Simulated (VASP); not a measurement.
## IrRh5: single point with PBE

Crystal: IrRh5.

```
CELL_PARAMETERS angstrom
2.75588 0.00000 0.00000
-1.37794 2.38667 0.00000
0.00000 0.00000 13.31593
ATOMIC_POSITIONS crystal
Ir 0.66667 0.33333 0.50000
Rh 0.33333 0.66667 0.66618
Rh 0.33333 0.66667 0.00000
Rh 0.33333 0.66667 0.33382
Rh 0.66667 0.33333 0.83389
Rh 0.66667 0.33333 0.16611
```

```
Program             : VASP 6.6.1
Task                : single point
Functional          : PBE
Potentials or basis : VASP PAW PBE potentials, release 64 (Ir, Rh_pv)
Cutoff              : 520 eV
k mesh              : 18 × 18 × 4
Occupations         : gaussian, width 0.1 eV
Spin                : no spin polarisation
```

The pressure is -7.3 GPa and the largest force is 0.017 eV/Å. The band gap on the k mesh is zero (bands 42 and 43 overlap by 2.02 eV).

Forces on the atoms (eV/Å):
```
Ir   0.000  0.000  0.000
Rh   0.000  0.000  0.017
Rh   0.000  0.000  0.000
Rh   0.000  0.000 -0.017
Rh   0.000  0.000 -0.004
Rh   0.000  0.000  0.004
```

Levels at points of the mesh, in eV from the Fermi level:
```tsv
k point	band 37	band 38	band 39	band 40	band 41	band 42	band 43	band 44	band 45	band 46
(0.00, 0.00, 0.00)	-2.08	-2.05	-1.85	-1.85	-0.99	-0.99	-0.99	-0.99	-0.09	-0.09
(0.50, 0.00, 0.00)	0.35	0.44	0.47	0.56	0.57	0.58	0.62	0.63	1.06	1.36
(0.00, 0.00, 0.50)	-2.41	-1.60	-1.60	-1.53	-1.53	-0.51	-0.47	-0.47	-0.36	-0.36
(0.50, 0.00, 0.50)	-0.30	0.14	0.20	0.44	0.48	0.49	0.56	0.62	1.06	2.09
```

It took 5.2 min on 1 thread of AMD EPYC 9R45 96-Core Processor (Zen 5) (shared host), peak memory 0.44 GiB.

Caveat: the cell stands under tension; spin-orbit coupling is left out, which moves the levels of the heavy elements.
